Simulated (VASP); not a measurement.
Set up this calculation in VASP 6.6.1, as the native input.

```yaml
Task: single point
Functional: r2SCAN
Potentials_or_basis: VASP PAW PBE potentials, release 64 (P, Ga_d, As)
Cutoff: 520 eV
k_mesh: 6 × 6 × 6
Occupations: gaussian, width 0.01 eV
Spin: no spin polarisation
Dipole_correction: no
Further_INCAR_settings: ALGO = Normal; EDIFF = 1e-06; NBANDS = 36
```

The system is Ga3AsP2.

```
CELL_PARAMETERS angstrom
-1.93230 5.79707 2.73288
1.93230 -5.79707 2.73288
1.93230 5.79707 -2.73288
ATOMIC_POSITIONS crystal
P 0.33291 0.00032 0.33259
P 0.66773 0.00032 0.66741
Ga 0.57338 0.74440 0.82898
Ga 0.91542 0.74440 0.17102
Ga 0.26134 0.76134 0.50000
As 0.99922 0.99922 0.00000
```

This cell differs from its parent crystal: volume changed by -3%.

The input as run:

POSCAR

```
Ga3AsP2
1.0
   -1.9322985839      5.7970723491      2.7328812646
    1.9322985839     -5.7970723491      2.7328812646
    1.9322985839      5.7970723491     -2.7328812646
P Ga As
2 3 1
Direct
    0.3329121562      0.0003232283      0.3325889280
    0.6677343003      0.0003232283      0.6674110720
    0.5733769432      0.7443968034      0.8289801399
    0.9154166635      0.7443968034      0.1710198601
    0.2613419862      0.7613419862      0.5000000000
   -0.0007820495     -0.0007820495      0.0000000000
```

INCAR.step1

```
SYSTEM = Ga3AsP2
PREC = Accurate
ENCUT = 520
ISMEAR = 0
SIGMA = 0.01
LREAL = .False.
LASPH = .True.
NELM = 80
NBANDS = 36
GGA = PE
ALGO = Normal
EDIFF = 1E-4
LWAVE = .True.
LCHARG = .False.
```

INCAR.step2

```
SYSTEM = Ga3AsP2
PREC = Accurate
ENCUT = 520
EDIFF = 1E-6
ISMEAR = 0
SIGMA = 0.01
LREAL = .False.
LASPH = .True.
NELM = 80
ALGO = Normal
ISIF = 2
LWAVE = .False.
LCHARG = .False.
METAGGA = R2SCAN
LMIXTAU = .True.
NBANDS = 36
ISTART = 1
```

KPOINTS

```
Automatic mesh
0
Gamma
  6 6 6
  0 0 0
```

Potentials or basis: VASP PAW PBE potentials, release 64 (P, Ga_d, As).

Run with:

```bash
$ cat potpaw_PBE.64/P/POTCAR potpaw_PBE.64/Ga_d/POTCAR potpaw_PBE.64/As/POTCAR > POTCAR
$ cp INCAR.step1 INCAR
$ mpirun -np 1 vasp_std > vasp.out
$ cp INCAR.step2 INCAR
$ mpirun -np 1 vasp_std > vasp.out
```

It gave:

```json
{
  "Pressure": "2.7 GPa",
  "Largest force": "0.018 eV/Å",
  "Band gap on the k mesh": "1.73 eV, indirect (least direct gap 2.08 eV)"
}
```

Caveat: the PAW data sets were made with another functional, which shifts forces and pressure a little.

Run time: 23 min on 1 thread of Intel Xeon 6975P-C, with other jobs on the host, peak memory 0.51 GiB.
